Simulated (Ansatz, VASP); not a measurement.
# Two plane-wave programs on Cu3Re

The input INCAR:

```
ALGO = Fast
EDIFF = 1E-7
EDIFFG = -0.04
ENCUT = 600
GGA = PE
IBRION = 2
ISIF = 3
ISMEAR = 0
LASPH = T
LCHARG = F
LREAL = F
LWAVE = F
NELM = 80
NSW = 90
PREC = Accurate
SIGMA = 0.1
```

The input KPOINTS:

```
k-points
0
Gamma
  6 6 4
```

File POSCAR:

```
Cu3Re
1.0
    3.4816016800      0.0000000000      0.0000000000
    0.0000000000      3.4816016800      0.0000000000
    0.0000000000      0.0000000000      4.8650865200
Cu Re
3 1
Direct
    0.5000000000      0.5000000000      0.2441786800
    0.5000000000      0.5000000000      0.7558213200
    0.0000000000      0.0000000000      0.0000000000
    0.0000000000      0.0000000000      0.5000000000
```

Input for Ansatz:

```yaml
crystal:
  lattice:
    - [3.48160168, 0.0, 0.0]
    - [0.0, 3.48160168, 0.0]
    - [0.0, 0.0, 4.86508652]
  atoms:
    - { symbol: Cu, position: [0.5, 0.5, 0.24417868] }
    - { symbol: Cu, position: [0.5, 0.5, 0.75582132] }
    - { symbol: Cu, position: [0.0, 0.0, 0.0] }
    - { symbol: Re, position: [0.0, 0.0, 0.5] }
basis:
  ecutwfc: 420
kpoints:
  mp_grid: { grid: [6, 6, 4] }
hamiltonian:
  xc: pbe
scf:
  occupations: { method: gaussian, width: 0.1 }
  lower_state_search: "off"
output:
  forces: true
  stress: true
  eigenvalues: true
relax:
  adjacent_minimum: "off"
  f_tol: 0.04
  max_steps: 70
  cell: { stress_tol: 0.4 }
```

Alike in both runs: task relaxation of cell and atoms; functional PBE; k mesh 6 × 6 × 4; occupations gaussian, width 0.1 eV; no spin polarisation.

|  | VASP | Ansatz |
| --- | --- | --- |
| version | VASP 6.6.1 | Ansatz 0.2.0 |
| potentials or method | VASP PAW PBE potentials, release 64 (Cu, Re), cutoff 600 eV | scalar-relativistic, plane waves, PAW |
| valence electrons in the cell | 40 | 72 |

```tsv
	VASP	Ansatz	Ansatz less VASP
gap on the k mesh at the Fermi level, each at its own relaxed structure (eV)	none	none	-
relaxed volume (Å³/atom)	12.66	12.71	+0.056
relaxed length of the cell vector where the two differ most in proportion (Å)	7.285	7.460	+0.1744
```

A gap of «none» marks a metal or a gap that the smearing closes. VASP's potentials hold 40 valence electrons a cell and Ansatz's 72, so a difference there can come from the potentials and not from the codes.

Neither program's run includes spin-orbit coupling.
